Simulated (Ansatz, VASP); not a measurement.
## One calculation of Rh, two programs

```
Rh
1.0
     0.00000    1.90081    1.90081
     1.90081    0.00000    1.90081
     1.90081    1.90081    0.00000
Rh
1
Direct
  0.00000 0.00000 0.00000
```

Alike in both runs: task single point; functional r2SCAN; k mesh 14 × 14 × 14; no spin polarisation.

|  | VASP | Ansatz |
| --- | --- | --- |
| version | VASP 6.6.1 | Ansatz 0.2.0 |
| potentials or method | VASP PAW PBE potentials, release 64 (Rh_pv), cutoff 520 eV | plane waves (500 eV) with PAW, scalar-relativistic |
| occupations | methfessel-paxton of order 1, width 1 eV | cold, width 1 eV |
| valence electrons in the cell | 15 | 17 |

VASP gave:

- pressure (GPa): 1.7

**Question.** Estimate Ansatz's values.

**Answer.** Pressure (GPa): -0.7.

VASP's potentials were made for PBE, not for r2SCAN. VASP's potentials hold 15 valence electrons a cell and Ansatz's 17, so a difference there can come from the potentials and not from the codes.
